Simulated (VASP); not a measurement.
## Ge: single point with PBEsol+D3(BJ)

Crystal: Ge.

```
Ge
1.0
     1.48805   -2.59469    0.00000
     1.48805    2.59469    0.00000
     0.00000    0.00000    4.72760
Ge
2
Direct
  0.64375 0.24933 0.15481
  0.33345 0.66655 0.75000
```

This cell differs from its parent crystal: atom 1 (Ge) moved by (-0.225, -0.450) A along [1 1 0] and z.

| Property | Result |
| --- | --- |
| Program | VASP 6.6.1 |
| Task | single point |
| Functional | PBEsol |
| Dispersion | D3(BJ) |
| Potentials or basis | VASP PAW PBE potentials, release 64 (Ge_d) |
| Cutoff | 520 eV |
| k mesh | 18 × 18 × 10 |
| Occupations | gaussian, width 0.15 eV |
| Spin | no spin polarisation |

```yaml
Pressure: 5.5 GPa
Largest_force: 1.959 eV/Å
Band_gap_on_the_k_mesh: zero (bands 14 and 15 overlap by 8.68 eV)
Dispersion_energy_per_atom: -0.339 eV
```

Forces on the atoms (eV/Å):
```
Ge   0.303  0.226  1.922
Ge  -0.303 -0.226 -1.922
```

Stress tensor (GPa, compression positive):
```
5.94 1.58 3.63
1.58 2.49 2.59
3.63 2.59 8.12
```

Levels at points of the mesh, in eV from the Fermi level:
| k point | band 11 | band 12 | band 13 | band 14 | band 15 | band 16 | band 17 | band 18 |
| --- | --- | --- | --- | --- | --- | --- | --- | --- |
| (0.00, 0.00, 0.00) | -14.03 | -7.27 | -5.07 | 5.71 | 6.59 | 7.75 | 9.05 | 10.62 |
| (0.50, 0.00, 0.00) | -9.17 | -7.44 | -2.31 | -1.45 | -0.11 | 1.95 | 2.20 | 5.34 |
| (0.00, 0.50, 0.00) | -8.63 | -8.13 | -2.03 | -1.59 | 0.57 | 1.24 | 1.87 | 5.94 |
| (0.50, 0.50, 0.00) | -9.39 | -7.26 | -2.47 | -1.46 | -0.32 | 2.01 | 2.50 | 5.66 |
| (0.00, 0.00, 0.50) | -13.45 | -10.16 | 0.86 | 3.68 | 6.21 | 6.94 | 7.82 | 8.63 |
| (0.50, 0.00, 0.50) | -8.63 | -6.91 | -5.04 | -3.67 | 2.46 | 4.64 | 4.84 | 6.33 |
| (0.00, 0.50, 0.50) | -8.07 | -7.58 | -4.66 | -4.13 | 2.47 | 5.11 | 5.40 | 5.66 |
| (0.50, 0.50, 0.50) | -8.85 | -6.75 | -5.20 | -3.55 | 2.55 | 4.60 | 4.98 | 6.26 |

Wall time 22 min on 1 thread of Intel Xeon 8259CL, on a shared host, peak memory 0.98 GiB.

Caveat: the cell differs from its parent crystal (atom 1 (Ge) moved by (-0.225, -0.450) A along [1 1 0] and z); the stress differs along the axes, from 2 to 8 GPa; the PAW data sets were made with another functional, which shifts forces and pressure a little.
